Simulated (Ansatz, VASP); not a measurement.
## One calculation of SnO, two programs

```
Sn O
1.0
     3.73584    0.00000    0.00000
     0.00000    3.73584    0.00000
     0.00000    0.00000    4.78715
Sn O
2 2
Direct
  0.50000 0.00000 0.76463
  0.00000 0.50000 0.23537
  0.00000 0.00000 0.00000
  0.50000 0.50000 0.00000
```

Alike in both runs: task single point; functional PBEsol; dispersion D4; k mesh 7 × 7 × 6; occupations fermi-dirac, width 0.05 eV; no spin polarisation.

|  | VASP | Ansatz |
| --- | --- | --- |
| version | VASP 6.6.1 | Ansatz 0.2.0 |
| potentials or method | VASP PAW PBE potentials, release 64 (Sn_d, O) | Ansatz PAW |
| plane-wave cutoff (eV) | 520 | 420 |
| valence electrons in the cell | 40 | 40 |

Ansatz gave:

| Item | Value |
| --- | --- |
| gap on the k mesh at the Fermi level (eV) | 0.13 |
| least direct gap on the mesh (eV) | 1.97 |
| pressure (GPa) | 4.5 |
| traceless stress, the component that is largest in VASP (GPa) | -1.26 |
| rms of the force components (eV/Å) | 0.411 |

Task: Which values does VASP return?

Result: gap on the k mesh at the Fermi level (eV): 0.15; least direct gap on the mesh (eV): 1.93; pressure (GPa): 4.8; traceless stress, the component that is largest in VASP (GPa): -1.26; rms of the force components (eV/Å): 0.453.

VASP's potentials were made for PBE, not for PBEsol. Atom by atom the forces differ by 0.041 eV/Å (rms over components).

Noted on Ansatz's run: odd divisions of the mesh miss points on the zone boundary, where band edges often lie, so the gap on the mesh can be too wide.
